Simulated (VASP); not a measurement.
Write the native input for VASP 6.6.1 that does the following.

* Task: single point
* Functional: PBEsol
* Potentials or basis: VASP PAW PBE potentials, release 64 (K_sv)
* Cutoff: 520 eV
* k mesh: 6 × 6 × 6
* Occupations: gaussian, width 0.1 eV
* Spin: no spin polarisation
* Dipole correction: no
* Further INCAR settings: ALGO = Fast; EDIFF = 1e-06; NBANDS = 10

The structure of K lies in POSCAR:

```
K
1.0
   -2.0394069903      2.0394069903      2.0394069903
    2.0394069903     -2.0394069903      2.0394069903
    2.0394069903      2.0394069903     -2.0394069903
K
1
Direct
    0.0000000000      0.0000000000      0.0000000000
```

The input as run:

INCAR

```
ALGO = Fast
EDIFF = 1E-6
ENCUT = 520
GGA = PS
ISIF = 2
ISMEAR = 0
LASPH = T
LCHARG = T
LELF = T
LREAL = F
LVHAR = T
LWAVE = F
NBANDS = 10
NELM = 100
PREC = Accurate
SIGMA = 0.1
```

KPOINTS

```
k-points
0
Gamma
  6 6 6
```

Potentials or basis: VASP PAW PBE potentials, release 64 (K_sv).

Launch:

```sh
$ cat potpaw_PBE.64/K_sv/POTCAR > POTCAR
$ mpirun -np 1 vasp_std > vasp.out
```

It gave:

```yaml
Pressure: 10.4 GPa
Band_gap_on_the_k_mesh: zero (an odd number of electrons rules out a gap without spin polarisation)
```

Caveat: the k points lie up to 0.36 Å⁻¹ apart, too coarse for converged energies and pressures of a metal; the PAW data sets were made with another functional, which shifts forces and pressure a little.

Wall time 17 s on 1 thread of Intel Xeon 8259CL (shared host), peak memory 0.15 GiB.
